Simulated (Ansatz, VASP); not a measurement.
**One calculation of CaO, two programs**

File INCAR:

```
SYSTEM = CaO
ALGO     = Normal         ! electronic algorithm
EDIFF    = 1E-6           ! SCF threshold, eV
ENCUT    = 520            ! plane-wave cutoff, eV
GGA      = PE             ! functional
ISIF     = 2              ! what is computed and relaxed
ISMEAR   = -1             ! smearing method
LASPH    = .True.         ! aspherical terms in the spheres
LCHARG   = .False.        ! write CHGCAR
LREAL    = .False.        ! projectors in reciprocal space
LWAVE    = .False.        ! write WAVECAR
NBANDS   = 15             ! bands
NELM     = 80             ! most SCF steps
PREC     = Accurate       ! precision mode
SIGMA    = 0.02           ! smearing width, eV
```

Contents of KPOINTS:

```
k-points
0
Gamma
  8 8 8
  0 0 0
```

The input POSCAR:

```
CaO
1.0
    0.0739008449      2.6067317416      2.6067317416
    2.6067317416      0.0739008449      2.6067317416
    2.6806325865      2.6806325865      0.0000000000
Ca O
1 1
Direct
    0.0050124821      0.0050124821     -0.0050124821
    0.2449875179      0.2449875179      0.2550124821
```

Input for Ansatz:

```yaml
crystal:
  lattice:
    - [0.0739008449, 2.6067317416, 2.6067317416]
    - [2.6067317416, 0.0739008449, 2.6067317416]
    - [2.6806325865, 2.6806325865, 0.0]
  atoms:
    - { symbol: Ca, position: [0.0050124821, 0.0050124821, -0.0050124821] }
    - { symbol: O, position: [0.2449875179, 0.2449875179, 0.2550124821] }
kpoints:
  mp_grid: { grid: [8, 8, 8] }
  band_path:
    path:
      - [0.0, 0.0, 0.0]
      - [-0.5, -0.5, 0.0]
      - [-0.375, -0.375, 0.25]
      - [-0.375, 0.0, 0.375]
      - [0.0, 0.0, 0.5]
      - [-0.5, -0.25, 0.25]
    npoints: 1
hamiltonian:
  xc: pbe
scf:
  occupations: { method: fermi_dirac, width: 0.02 }
  n_extra_bands: 4
output:
  forces: true
  stress: true
  eigenvalues: true
```

Change from the starting cell: shear_xy strain +5.7%.

Alike in both runs: task single point; functional PBE; k mesh 8 × 8 × 8; occupations fermi-dirac, width 0.02 eV; no spin polarisation.

|  | VASP | Ansatz |
| --- | --- | --- |
| version | VASP 6.6.1 | Ansatz 0.2.0 |
| potentials or method | VASP PAW PBE potentials, release 64 (Ca_sv, O) | plane waves, PAW |
| plane-wave cutoff (eV) | 520 | 420 |
| valence electrons in the cell | 16 | 16 |

|  | VASP | Ansatz | Ansatz less VASP |
| --- | --- | --- | --- |
| gap on the k mesh at the Fermi level (eV) | 3.26 | 3.26 | +0.008 |
| pressure (GPa) | 1.8 | 1.3 | -0.49 |
| traceless stress, the component that is largest in VASP (GPa) | -2.10 | -2.10 | +0.007 |
| rms of the force components (eV/Å) | 0.005 | 0.001 | -0.0040 |

Atom by atom the forces differ by 0.005 eV/Å (rms over components).
